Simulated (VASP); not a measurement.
## Ru: single point with PBE

Ru:

```xyz
2
Lattice="2.7058 0.0000 0.0000 -1.3529 2.3433 0.0000 0.0000 0.0000 4.2819" Properties=species:S:1:pos:R:3 pbc="T T T"
Ru   -0.3000    1.8622    1.0705
Ru    1.3529    0.7811    3.2114
```

This cell differs from its parent crystal: atom 1 (Ru) moved by (-0.300, +0.300) A along x and y.

```json
{
  "Program": "VASP 6.6.1",
  "Task": "single point",
  "Functional": "PBE",
  "Potentials or basis": "VASP PAW PBE potentials, release 64 (Ru_pv)",
  "Cutoff": "500 eV",
  "k mesh": "24 × 24 × 12",
  "Occupations": "gaussian, width 0.15 eV",
  "Spin": "no spin polarisation"
}
```

```
Pressure               : 11.8 GPa
Largest force          : 2.590 eV/Å
Band gap on the k mesh : zero (bands 14 and 15 overlap by 2.98 eV)
```

Forces in eV/Å, atoms in the order of the input:
```
Ru   1.957 -1.696  0.000
Ru  -1.957  1.696  0.000
```

Stress tensor (GPa, compression positive):
```
 1.06  6.00  0.00
 6.00 11.87  0.00
 0.00  0.00 22.43
```

Levels at points of the mesh, in eV from the Fermi level:
```tsv
k point	band 10	band 11	band 12	band 13	band 14	band 15	band 16	band 17	band 18	band 19
(0.00, 0.00, 0.00)	-2.89	-2.45	-2.11	-1.76	-1.43	-0.39	0.06	1.20	2.26	10.36
(0.50, 0.00, 0.00)	-2.83	-2.36	-2.20	-2.16	0.48	1.40	1.73	4.27	5.70	10.43
(0.00, 0.50, 0.00)	-3.48	-2.64	-2.52	-1.99	0.95	1.27	1.87	4.84	5.08	10.43
(0.50, 0.50, 0.00)	-3.49	-1.46	-0.79	-0.41	1.37	1.78	2.12	2.78	7.07	9.30
(0.00, 0.00, 0.50)	-2.91	-2.75	-2.75	-2.45	-2.45	-0.08	-0.08	0.39	0.39	10.43
(0.50, 0.00, 0.50)	-5.08	-0.61	-0.61	1.06	1.06	1.60	1.60	3.05	3.05	10.43
(0.00, 0.50, 0.50)	-4.95	-0.70	-0.70	1.47	1.47	1.67	1.67	2.41	2.41	10.43
(0.50, 0.50, 0.50)	-4.66	-1.46	-1.46	-0.66	-0.66	1.62	1.62	4.79	4.79	9.00
```

Wall time 7.2 min on 1 thread of AMD EPYC 9R14 (Zen 4), with other jobs on the host, peak memory 0.82 GiB.

Caveat: the cell differs from its parent crystal (atom 1 (Ru) moved by (-0.300, +0.300) A along x and y); the cell stands under pressure; forces of over 1 eV/Å act on the atoms, so gaps and moduli don't describe the material at rest.
